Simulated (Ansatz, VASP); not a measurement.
# Two plane-wave programs on MgI2

```
Mg I
1.0
     3.96571    0.00000    0.00000
    -1.98285    3.43440    0.00000
     0.00000    0.00000    6.50522
Mg I
1 2
Direct
  0.00000 0.00000 0.00000
  0.33333 0.66667 0.76730
  0.66667 0.33333 0.23270
```

Alike in both runs: task single point; functional LDA; k mesh 6 × 6 × 4; occupations gaussian, width 0.05 eV; no spin polarisation.

```csv
,VASP,Ansatz
version,VASP 6.6.1,Ansatz 0.2.0
potentials or method,"VASP PAW LDA potentials, release 64 (Mg, I), cutoff 520 eV","scalar-relativistic, plane waves, PAW"
valence electrons in the cell,16,44
```

```csv
,VASP,Ansatz,Ansatz less VASP
gap on the k mesh at the Fermi level (eV),3.27,3.30,+0.026
least direct gap on the mesh (eV),4.01,4.03,+0.022
pressure (GPa),5.8,5.8,+0.06
"traceless stress, the component that is largest in VASP (GPa)",0.68,0.65,-0.030
rms of the force components (eV/Å),0.566,0.566,-0.0004
```

LDA's correlation is that of Perdew and Zunger in VASP and of Perdew and Wang (1992) in Ansatz. Atom by atom the forces differ by 0.000 eV/Å (rms over components). VASP's potentials hold 16 valence electrons a cell and Ansatz's 44, so a difference there can come from the potentials and not from the codes.

Spin-orbit coupling is off throughout.
